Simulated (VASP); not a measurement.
Set up this calculation in VASP 6.6.1, as the native input.

```
Task                   : single point
Functional             : PBE
Dispersion             : D3(BJ)
Potentials or basis    : VASP PAW PBE potentials, release 64 (Ru_pv)
Cutoff                 : 520 eV
k mesh                 : 9 × 9 × 9
Occupations            : fermi-dirac, width 0.05 eV
Spin                   : no spin polarisation
Dipole correction      : no
Further INCAR settings : ALGO = Normal; EDIFF = 1e-06; NBANDS = 13
```

The structure of Ru lies in POSCAR:

```
Ru
1.0
    2.4608137457      0.0000000000      0.0000000000
    0.0000000000      2.4608137457      0.0000000000
    0.0000000000      0.0000000000      2.4608137457
Ru
1
Direct
    0.0000000000      0.0000000000      0.0000000000
```

One way to write it, as run:

INCAR

```
SYSTEM = Ru
PREC = Accurate
ENCUT = 520
EDIFF = 1E-6
ISMEAR = -1
SIGMA = 0.05
LREAL = .False.
LASPH = .True.
NELM = 80
ALGO = Normal
ISIF = 2
LWAVE = .False.
LCHARG = .False.
GGA = PE
IVDW = 12
NBANDS = 13
```

KPOINTS

```
regular mesh
0
Gamma
  9 9 9
  0 0 0
```

Potentials or basis: VASP PAW PBE potentials, release 64 (Ru_pv).

The run is started by

```sh
$ cat potpaw_PBE.64/Ru_pv/POTCAR > POTCAR
$ mpirun -np 1 vasp_std > vasp.out
```

It gave:

```yaml
Pressure: 9.0 GPa
Band_gap_on_the_k_mesh: zero (band 7 reaches 14.96 eV, above the bottom of band 8 at 10.59 eV)
Dispersion_energy_per_atom: -0.567 eV
```

Caveat: three body term missing; pairwise dispersion overbinds metals, which lowers pressure and volume.

Wall time 7.3 s on 1 thread of Intel Xeon 8259CL, on a shared host, peak memory 0.13 GiB.
